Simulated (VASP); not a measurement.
Write the native input for VASP 6.6.1 that does the following.

- Task: single point
- Functional: PBE
- Potentials or basis: VASP PAW PBE potentials, release 64 (Na_pv, F)
- Cutoff: 520 eV
- k mesh: 8 × 8 × 8
- Occupations: gaussian, width 0.02 eV
- Spin: no spin polarisation
- Dipole correction: no
- Further INCAR settings: ALGO = Normal; EDIFF = 1e-06; NBANDS = 14

The structure of NaF (Villiaumite) lies in POSCAR:

```
NaF
1.0
    0.0000000000      2.3730101160      2.3730101160
    2.3730101160      0.0000000000      2.3730101160
    2.3730101160      2.3730101160      0.0000000000
Na F
1 1
Direct
    0.0000000000      0.0000000000      0.0000000000
    0.5000000000      0.5000000000      0.5000000000
```

This cell differs from its parent crystal: volume scaled by 1.03.

These files were run (other wordings do the same):

INCAR

```
SYSTEM = NaF
ALGO = Normal ; EDIFF = 1E-6
ENCUT = 520 ; GGA = PE
ISIF = 2 ; ISMEAR = 0
LASPH = .TRUE. ; LCHARG = .TRUE.
LELF = .TRUE. ; LREAL = .FALSE.
LVHAR = .TRUE. ; LWAVE = .FALSE.
NBANDS = 14 ; NELM = 80
PREC = Accurate ; SIGMA = 0.02
```

KPOINTS

```
k-points
0
G
  8 8 8
  0 0 0
```

Potentials or basis: VASP PAW PBE potentials, release 64 (Na_pv, F).

Launch:

```console
$ cat potpaw_PBE.64/Na_pv/POTCAR potpaw_PBE.64/F/POTCAR > POTCAR
$ mpirun -np 1 vasp_std > vasp.out
```

It gave:

- Pressure: -1.4 GPa
- Band gap on the k mesh: 5.93 eV, direct

Wall time 13 s on 1 thread of Intel(R) Xeon(R) Platinum 8375C CPU @ 2.90GHz (Ice Lake), with other jobs on the host, peak memory 0.14 GiB.
